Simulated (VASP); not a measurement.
# CoO (Fm-3m) in VASP: notebook

CoO is run at these levels: PBE, RPBE, LDA; tasks: single point.

All numbers are computed with VASP 6.6.1; they aren't measurements. Logs are shortened: lines on timing, memory, paths and dates and some standing lists are left out, and cuts for length are marked.

### Step 1. The cell of the first run

The structure is cubic, space group Fm-3m (No. 225). The conventional cell has a = 4.263 Å, b = 4.263 Å, c = 4.263 Å, α = 90.00°, β = 90.00°, γ = 90.00°. Co (site symmetry m-3m) has 6 O at 2.13 Å within 2.8 Å. O (site symmetry m-3m) has 6 Co at 2.13 Å within 2.8 Å.

### Step 2. Single point, PBE, collinear spin, ferromagnetic start

File INCAR:

```
SYSTEM = CoO
ALGO = Normal
EDIFF = 1E-6
ENCUT = 1340
GGA = PE
GGA_COMPAT = .False.
ISIF = 2
ISMEAR = -1
ISPIN = 2
LASPH = .True.
LCHARG = .False.
LMAXMIX = 4
LORBIT = 11
LREAL = .False.
LWAVE = .False.
MAGMOM = 1.71 0
NBANDS = 22
NELM = 200
PREC = Accurate
SIGMA = 0.05
```

File KPOINTS:

```
k-points
0
Gamma
  11 11 11
  0 0 0
```

File POSCAR:

```
CoO
1.0
    0.0000000000      2.1315016600      2.1315016600
    2.1315016600      0.0000000000      2.1315016600
    2.1315016600      2.1315016600      0.0000000000
Co O
1 1
Direct
    0.0000000000      0.0000000000      0.0000000000
    0.5000000000      0.5000000000      0.5000000000
```

Potentials or basis: VASP PAW PBE potentials, release 64 (Co_sv, O_h).

Launch:

```sh
$ cat potpaw_PBE.64/Co_sv/POTCAR potpaw_PBE.64/O_h/POTCAR > POTCAR
$ mpirun -np 1 vasp_std > vasp.out
```

OUTCAR:

```text
SYSTEM = CoO
   EDIFF = 1E-6
   ENCUT = 1340
   GGA = PE
   ISIF = 2
   ISMEAR = -1
   ISPIN = 2
   LASPH = .True.
   LORBIT = 11
   LREAL = .False.
   NELM = 200
   PREC = Accurate

 ion  position               nearest neighbor table
   1  0.000  0.000  0.000-
   2  0.500  0.500  0.500-

  LATTYP: Found a face centered cubic cell.
 ALAT       =     4.2630033200

  Lattice vectors:

 A1 = (   0.0000000000,   2.1315016600,   2.1315016600)
 A2 = (   2.1315016600,   0.0000000000,   2.1315016600)
 A3 = (   2.1315016600,   2.1315016600,   0.0000000000)

Analysis of symmetry for initial positions (statically):
=====================================================================
 Subroutine PRICEL returns:
 Original cell was already a primitive cell.

 Routine SETGRP: Setting up the symmetry group for a
 face centered cubic supercell.

 Subroutine GETGRP returns: Found 48 space group operations
 (whereof 48 operations were pure point group operations)
 out of a pool of 48 trial point group operations.

The static configuration has the point symmetry O_h .

Analysis of symmetry for dynamics (positions and initial velocities):
=====================================================================
 Subroutine PRICEL returns:
 Original cell was already a primitive cell.

 Routine SETGRP: Setting up the symmetry group for a
 face centered cubic supercell.

 Subroutine GETGRP returns: Found 48 space group operations
 (whereof 48 operations were pure point group operations)
 out of a pool of 48 trial point group operations.

The dynamic configuration has the point symmetry O_h .

Analysis of structural, dynamic, and magnetic symmetry:
=====================================================================
 Subroutine PRICEL returns:
 Original cell was already a primitive cell.

 Routine SETGRP: Setting up the symmetry group for a
 face centered cubic supercell.

 Subroutine GETGRP returns: Found 48 space group operations
 (whereof 48 operations were pure point group operations)
 out of a pool of 48 trial point group operations.

The overall configuration has the point symmetry O_h .

 Subroutine INISYM returns: Found 48 space group operations
 (whereof 48 operations are pure point group operations),
 and found     1 'primitive' translations

----------------------------------------------------------------------------------------

                                     Primitive cell

  volume of cell :      19.3681

  direct lattice vectors                    reciprocal lattice vectors
     0.000000000  2.131501660  2.131501660    -0.234576407  0.234576407  0.234576407
     2.131501660  0.000000000  2.131501660     0.234576407 -0.234576407  0.234576407
     2.131501660  2.131501660  0.000000000     0.234576407  0.234576407 -0.234576407

  length of vectors
     3.014398556  3.014398556  3.014398556     0.406298254  0.406298254  0.406298254

  position of ions in fractional coordinates (direct lattice)
     0.000000000  0.000000000  0.000000000
     0.500000000  0.500000000  0.500000000

  ion indices of the primitive-cell ions
   primitive index   ion index
                 1           1
                 2           2

----------------------------------------------------------------------------------------

 KPOINTS: k-points

Automatic generation of k-mesh.
 Grid dimensions read from file:
 generate k-points for:   11   11   11

 Generating k-lattice:

  Cartesian coordinates                     Fractional coordinates (reciprocal lattice)
    -0.021325128  0.021325128  0.021325128     0.090909091  0.000000000  0.000000000
     0.021325128 -0.021325128  0.021325128     0.000000000  0.090909091  0.000000000
     0.021325128  0.021325128 -0.021325128     0.000000000  0.000000000  0.090909091

  Length of vectors
     0.036936205  0.036936205  0.036936205

  Shift w.r.t. Gamma in fractional coordinates (k-lattice)
     0.000000000  0.000000000  0.000000000

 Subroutine IBZKPT returns following result:
 ===========================================

 Found     56 irreducible k-points:

 Following reciprocal coordinates:
            Coordinates               Weight
  0.000000  0.000000  0.000000      1.000000
  0.090909  0.000000  0.000000      8.000000
  0.181818  0.000000  0.000000      8.000000
  0.272727  0.000000  0.000000      8.000000
  0.363636  0.000000  0.000000      8.000000
  0.454545  0.000000  0.000000      8.000000
[... 16 lines left out ...]
 -0.272727  0.181818  0.000000     24.000000
 -0.181818  0.181818  0.000000     12.000000
 [... further k-points ...]
   k-points           NKPTS =     56   k-points in BZ     NKDIM =     56   number of bands    NBANDS=     22
   number of dos      NEDOS =    301   number of ions     NIONS =      2
   total plane-waves  NPLWV =  46656
   dimension x,y,z NGX =    36 NGY =   36 NGZ =   36
   dimension x,y,z NGXF=    72 NGYF=   72 NGZF=   72
   ions per type =               1   1
   NGX,Y,Z   is equivalent  to a cutoff of  19.85, 19.85, 19.85 a.u.
   NGXF,Y,Z  is equivalent  to a cutoff of  39.71, 39.71, 39.71 a.u.
 SYSTEM =  CoO
   PREC   = accura    normal or accurate (medium, high low for compatibility)
   ISTART =      0    job   : 0-new  1-cont  2-samecut
   ICHARG =      2    charge: 1-file 2-atom 10-const
   ISPIN  =      2    spin polarized calculation?
   LNONCOLLINEAR =      F non collinear calculations
   LSORBIT =      F    spin-orbit coupling
   LASPH  =      T    aspherical Exc in radial PAW
   ENCUT  = 1340.0 eV  98.49 Ry    9.92 a.u.   9.00  9.00  9.00*2*pi/ulx,y,z
   NELM   =    200;   NELMIN=  2; NELMDL= -5     # of ELM steps
   EDIFF  = 0.1E-05   stopping-criterion for ELM
   LREAL  =      F    real-space projection
   EDIFFG = 0.1E-04   stopping-criterion for IOM
   NSW    =      0    number of steps for IOM
   IBRION =     -1    ionic relax: 0-MD 1-quasi-New 2-CG
   NFREE  =      0    steps in history (QN), initial steepest desc. (CG)
   ISIF   =      2    stress and relaxation
   ISYM   =      2    0-nonsym 1-usesym 2-fastsym
   POTIM  = 0.5000    time-step for ionic-motion
   TEBEG  =    0.0;   TEEND  =   0.0 temperature during run
   PSTRESS=    0.0 pullay stress
   NELECT =      23.0000    total number of electrons
   NUPDOWN=      -1.0000    fix difference up-down
   EMIN   =  10.00;   EMAX   =-10.00  energy-range for DOS
   EFERMI =   0.00;   METHOD = LEGACY
   ISMEAR =    -1;   SIGMA  =   0.05  broadening in eV -4-tet -1-fermi 0-gaus
   EFERMI_NEDOS =   21; number of points for ismear=-14 and -15
   IALGO  =     38    algorithm
   IMIX   =      4    mixing-type and parameters
     AMIX     =   0.40;   BMIX     =  1.00
     AMIX_MAG =   1.60;   BMIX_MAG =  1.00
  volume/ion in A,a.u.               =       9.68        65.35
  Fermi-wavevector in a.u.,A,eV,Ry     =   1.733625  3.276076 40.891695  3.005455
  Thomas-Fermi vector in A             =   2.807576
   LORBIT       =     11    0 simple, 1 ext, 2 COOP (PROOUT), +10 PAW based schemes
   GGA     = PE    functional components
   LHFCALC =     F    Hartree Fock is set to
   AEXX    =    0.0000 exact exchange contribution
   IVDW    =     0    specifies the selected vdW correction
   LEPSILON=     F    determine dielectric tensor
   LRPA    =     F    only Hartree local field effects (RPA)
 spin polarized calculation
  energy-cutoff  :     1340.00
  volume of cell :       19.37
 maximum number of plane-waves:      2177
   NGX = 17   NGY = 17   NGZ = 17

 number of electron      22.9999997 magnetization       2.9230396

 Free energy of the ion-electron system (eV)
  ---------------------------------------------------
  ext. energy  EPLUGINS =         0.00000000
  ---------------------------------------------------
  free energy    TOTEN  =       -13.15003168 eV

  energy without entropy =      -13.11596300  energy(sigma->0) =      -13.13299734

 E-fermi :   9.2897     XC(G=0): -12.6823

 val. band max:        9.2895848772   @ k =  -0.4545   0.0909   0.0000
 cond. band min:       9.2956038967   @ k =  -0.1818   0.2727   0.0909
 fundamental gap:      0.0060190195
 Fermi energy:         9.2896746257

 spin component 1

 k-point     1 :       0.0000    0.0000    0.0000
  band No.  band energies     occupation
      1     -87.6139      1.00000
      2     -50.8661      1.00000
      3     -50.8661      1.00000
      4     -50.8661      1.00000
      5     -10.9306      1.00000
      6       6.0057      1.00000
[... 14 lines left out ...]
     21      30.5609      0.00000
     22      33.9754      0.00000

 k-point     2 :       0.0909    0.0000    0.0000
  band No.  band energies     occupation
      1     -87.6136      1.00000
      2     -50.8691      1.00000
      3     -50.8665      1.00000
      4     -50.8665      1.00000
      5     -10.8456      1.00000
      6       5.2500      1.00000
[... 14 lines left out ...]
     21      31.6980      0.00000
     22      35.2493      0.00000

 k-point     3 :       0.1818    0.0000    0.0000
  band No.  band energies     occupation
      1     -87.6129      1.00000
      2     -50.8769      1.00000
      3     -50.8676      1.00000
      4     -50.8676      1.00000
      5     -10.6086      1.00000
      6       3.9953      1.00000
[... 14 lines left out ...]
     21      34.2427      0.00000
     22      37.4205      0.00000
[... 476 lines left out ...]
 k-point    23 :      -0.2727    0.1818    0.0000
  band No.  band energies     occupation
      1     -87.6108      1.00000
      2     -50.8923      1.00000
      3     -50.8779      1.00000
      4     -50.8703      1.00000
      5      -9.9156      1.00000
      6       2.0683      1.00000
[... 14 lines left out ...]
     21      36.9039      0.00000
     22      38.6356      0.00000

 k-point    24 :      -0.1818    0.1818    0.0000
  band No.  band energies     occupation
      1     -87.6116      1.00000
      2     -50.8861      1.00000
      3     -50.8748      1.00000
      4     -50.8686      1.00000
      5     -10.1914      1.00000
      6       2.6316      1.00000
[... 14 lines left out ...]
     21      36.8866      0.00000
     22      38.6691      0.00000

 [... further k-points ...]

 spin component 2

 k-point     1 :       0.0000    0.0000    0.0000
  band No.  band energies     occupation
      1     -84.5506      1.00000
      2     -47.8754      1.00000
      3     -47.8753      1.00000
      4     -47.8753      1.00000
      5     -10.4337      1.00000
      6       6.6821      1.00000
[... 14 lines left out ...]
     21      31.5639      0.00000
     22      34.8556      0.00000

 k-point     2 :       0.0909    0.0000    0.0000
  band No.  band energies     occupation
      1     -84.5503      1.00000
      2     -47.8788      1.00000
      3     -47.8758      1.00000
      4     -47.8757      1.00000
      5     -10.3463      1.00000
      6       5.9676      1.00000
[... 14 lines left out ...]
     21      32.5251      0.00000
     22      36.1758      0.00000

 k-point     3 :       0.1818    0.0000    0.0000
  band No.  band energies     occupation
      1     -84.5495      1.00000
      2     -47.8881      1.00000
      3     -47.8770      1.00000
      4     -47.8770      1.00000
      5     -10.1025      1.00000
      6       4.6517      1.00000
[... 14 lines left out ...]
     21      34.7875      0.00000
     22      38.3688      0.00000
[... 476 lines left out ...]
 k-point    23 :      -0.2727    0.1818    0.0000
  band No.  band energies     occupation
      1     -84.5471      1.00000
      2     -47.9063      1.00000
      3     -47.8891      1.00000
      4     -47.8801      1.00000
      5      -9.3813      1.00000
      6       2.7403      1.00000
[... 14 lines left out ...]
     21      37.3321      0.00000
     22      39.2281      0.00000

 k-point    24 :      -0.1818    0.1818    0.0000
  band No.  band energies     occupation
      1     -84.5480      1.00000
      2     -47.8990      1.00000
      3     -47.8854      1.00000
      4     -47.8782      1.00000
      5      -9.6696      1.00000
      6       3.3644      1.00000
[... 14 lines left out ...]
     21      37.4917      0.00000
     22      39.2314      0.00000

 [... further k-points ...]
[... 5 lines left out ...]
  --------------------------------------------------------------------------------------
  -------------------------------------------------------------------------------------
  Total       -0.3116280     -0.3116280     -0.3116280      0.0000000     -0.0000000      0.0000000
  in kB      -25.7786379    -25.7786379    -25.7786379      0.0000000     -0.0000000      0.0000000
  external PRESSURE =     -25.7786379 kB  Pullay stress =       0.0000000 kB

 VOLUME and BASIS-vectors are now :
 -----------------------------------------------------------------------------
  energy-cutoff  :     1340.00
  volume of cell :       19.37
      direct lattice vectors                 reciprocal lattice vectors
     0.000000000  2.131501660  2.131501660    -0.234576407  0.234576407  0.234576407
     2.131501660  0.000000000  2.131501660     0.234576407 -0.234576407  0.234576407
     2.131501660  2.131501660  0.000000000     0.234576407  0.234576407 -0.234576407

 POSITION                                       TOTAL-FORCE (eV/Angst)
 -----------------------------------------------------------------------------------
      0.00000      0.00000      0.00000         0.000000      0.000000      0.000000
      2.13150      2.13150      2.13150         0.000000     -0.000000     -0.000000
 -----------------------------------------------------------------------------------
    total drift:                                0.000000      0.000000      0.000000

  FREE ENERGIE OF THE ION-ELECTRON SYSTEM (eV)
  ---------------------------------------------------
  free  energy   TOTEN  =       -13.1500316802 eV

  energy  without entropy=      -13.1159630007  energy(sigma->0) =      -13.13299734

 total charge

# of ion       s       p       d       tot
------------------------------------------
    1        2.141   6.062   6.668  14.871
    2        1.040   2.301   0.000   3.341
--------------------------------------------------
tot          3.181   8.363   6.668  18.212

 magnetization (x)

# of ion       s       p       d       tot
------------------------------------------
    1        0.014   0.010   2.499   2.522
    2        0.027   0.203   0.000   0.230
--------------------------------------------------
tot          0.041   0.213   2.499   2.752
```

Wall time 3.4 min (1 thread of Intel Xeon Platinum 8375C at 2.90GHz (Ice Lake), shared host); peak memory 0.34 GiB.

What came out:

* Free energy: -13.1500 eV
* Pressure: -2.6 GPa
* Net moment: 2.92 μB per cell
* Site moments: Co +2.52; O +0.23 μB
* Valence electrons inside the program's atomic spheres: Co 14.87; O 3.34

Caveat: a cell with one magnetic atom can't hold antiferromagnetic order, which such compounds often take; semilocal functionals often make such compounds metallic where correlation or magnetic order opens a gap, which also shifts bond lengths. With open d or f shells a metallic result of PBE can be an artefact of self-interaction; +U or a hybrid may open a gap.

### Step 3. Single point, PBE, collinear spin, ferromagnetic start

This run uses another cell than the first one, of 9.58 Å³/atom.

File INCAR:

```
ALGO = Normal ; EDIFF = 1E-6
ENCUT = 700 ; GGA = PE
GGA_COMPAT = False ; ISIF = 2
ISMEAR = -1 ; ISPIN = 2
LASPH = True ; LCHARG = False
LMAXMIX = 4 ; LORBIT = 11
LREAL = False ; LWAVE = False
MAGMOM = 2 0 ; NBANDS = 22
NELM = 200 ; PREC = Accurate
SIGMA = 0.05
```

File KPOINTS:

```
k-points
0
Gamma
  11 11 11
```

File POSCAR:

```
CoO
1.0
    0.0000000000      2.1235622909      2.1235622909
    2.1235622909      0.0000000000      2.1235622909
    2.1235622909      2.1235622909      0.0000000000
Co O
1 1
Direct
    0.0000000000      0.0000000000      0.0000000000
    0.5000000000      0.5000000000      0.5000000000
```

Potentials or basis: VASP PAW PBE potentials, release 64 (Co_sv, O).

Launch:

```sh
$ cat potpaw_PBE.64/Co_sv/POTCAR potpaw_PBE.64/O/POTCAR > POTCAR
$ mpirun -np 1 vasp_std > vasp.out
```

Wall time 53 s (1 thread of AMD EPYC 9R45 (Zen 5), shared host); peak memory 0.17 GiB.

Results (log left out):

```yaml
Free_energy: -13.1479 eV
Pressure: -1.1 GPa
Net_moment: 2.90 μB per cell
Site_moments: Co +2.50; O +0.29 μB
Valence_electrons_inside_the_program's_atomic_spheres: Co 14.88; O 4.99
```

Levels at points of the mesh, in eV from the Fermi level:
Spin up:
```csv
k point,band 11,band 12,band 13,band 14,band 15,band 16
"(0.00, 0.00, 0.00)",-3.09,-3.09,-3.09,0.97,16.79,18.09
```
Spin down:
```
           k point  band 6  band 7  band 8  band 9  band 10  band 11  band 12  band 13  band 14  band 15
(0.00, 0.00, 0.00)   -2.67   -2.67   -2.67   -1.12    -1.12    -1.12     0.08     0.08     1.51    16.68
```

Caveat: a cell with one magnetic atom can't hold antiferromagnetic order, which such compounds often take; semilocal functionals often make such compounds metallic where correlation or magnetic order opens a gap, which also shifts bond lengths. With open d or f shells a metallic result of PBE can be an artefact of self-interaction; +U or a hybrid may open a gap.

### Step 4. Single point, PBE, collinear spin, ferromagnetic start

This run uses another cell than the first one, of 9.10 Å³/atom.

File INCAR:

```
SYSTEM = CoO
  PREC = Accurate
  ENCUT = 700
  EDIFF = 1E-6
  ISMEAR = -1
  SIGMA = 0.05
  LREAL = .False.
  LASPH = .True.
  NELM = 200
  ALGO = Normal
  ISIF = 2
  LWAVE = .False.
  LCHARG = .False.
  ISPIN = 2
  MAGMOM = 2 0
  LORBIT = 11
  LMAXMIX = 4
  GGA = PE
  NBANDS = 22
  GGA_COMPAT = .False.
```

File KPOINTS:

```
Automatic mesh
0
Gamma
  11 11 11
  0 0 0
```

File POSCAR:

```
CoO
1.0
    0.0000000000      2.0879894168      2.0879894168
    2.0879894168      0.0000000000      2.0879894168
    2.0879894168      2.0879894168      0.0000000000
Co O
1 1
Direct
    0.0000000000      0.0000000000      0.0000000000
    0.5000000000      0.5000000000      0.5000000000
```

Launch:

```sh
$ cat potpaw_PBE.64/Co_sv/POTCAR potpaw_PBE.64/O/POTCAR > POTCAR
$ mpirun -np 1 vasp_std > vasp.out
```

Run time: 44 s. Hardware: 1 thread of AMD EPYC 9R45 (Zen 5), shared host; peak memory 0.17 GiB.

It converged, with:

| Item | Value |
| --- | --- |
| Free energy | -13.1228 eV |
| Pressure | 8.2 GPa |
| Net moment | 2.76 μB per cell |
| Site moments | Co +2.41; O +0.26 μB |
| Valence electrons inside the program's atomic spheres | Co 14.92; O 5.01 |

Levels at points of the mesh, in eV from the Fermi level:
Spin up:
| k point | band 10 | band 11 | band 12 | band 13 | band 14 | band 15 | band 16 | band 17 |
| --- | --- | --- | --- | --- | --- | --- | --- | --- |
| (0.00, 0.00, 0.00) | -3.26 | -3.11 | -3.11 | -3.11 | 1.26 | 16.94 | 18.51 | 18.51 |
Spin down:
```tsv
k point	band 8	band 9	band 10	band 11	band 12	band 13
(0.00, 0.00, 0.00)	-2.94	-1.24	-1.24	-1.24	-0.01	-0.01
```

Caveat: the cell stands under pressure; a cell with one magnetic atom can't hold antiferromagnetic order, which such compounds often take; semilocal functionals often make such compounds metallic where correlation or magnetic order opens a gap, which also shifts bond lengths. With open d or f shells a metallic result of PBE can be an artefact of self-interaction; +U or a hybrid may open a gap.

(Continued in part 2 of 2.)
